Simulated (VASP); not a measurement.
Here is a VASP 6.6.1 calculation.

Contents of INCAR:

```
SYSTEM = Cd3AsN
ALGO = Normal
EDIFF = 1E-6
ENCUT = 600
GGA = PS
GGA_COMPAT = .FALSE.
ISIF = 2
ISMEAR = 0
LASPH = .TRUE.
LCHARG = .TRUE.
LELF = .TRUE.
LREAL = .FALSE.
LVHAR = .TRUE.
LWAVE = .FALSE.
NBANDS = 31
NELM = 120
PREC = Accurate
SIGMA = 0.05
```

KPOINTS

```
k-points
0
G
  4 4 4
  0 0 0
```

POSCAR

```
Cd3AsN
1.0
    4.5034408368      0.0000000000      0.0000000000
    0.0000000000      4.5034408368      0.0000000000
    0.0000000000      0.0000000000      4.5034408368
As N Cd
1 1 3
Direct
    0.0000000000      0.0000000000      0.0000000000
    0.5000000000      0.5000000000      0.5000000000
    0.5000000000      0.5000000000      0.0000000000
    0.5000000000      0.0000000000      0.5000000000
    0.0000000000      0.5000000000      0.5000000000
```

Potentials or basis: VASP PAW PBE potentials, release 64 (As, N, Cd).

Command:

```sh
$ cat potpaw_PBE.64/As/POTCAR potpaw_PBE.64/N/POTCAR potpaw_PBE.64/Cd/POTCAR > POTCAR
$ mpirun -np 1 vasp_std > vasp.out
```

Q: Predict the pressure.

A: 0.7 GPa.

Q: Predict the band gap on the k mesh.

A: Zero (bands 23 and 24 overlap by 0.53 eV).

Caveat: the PAW data sets were made with another functional, which shifts forces and pressure a little.
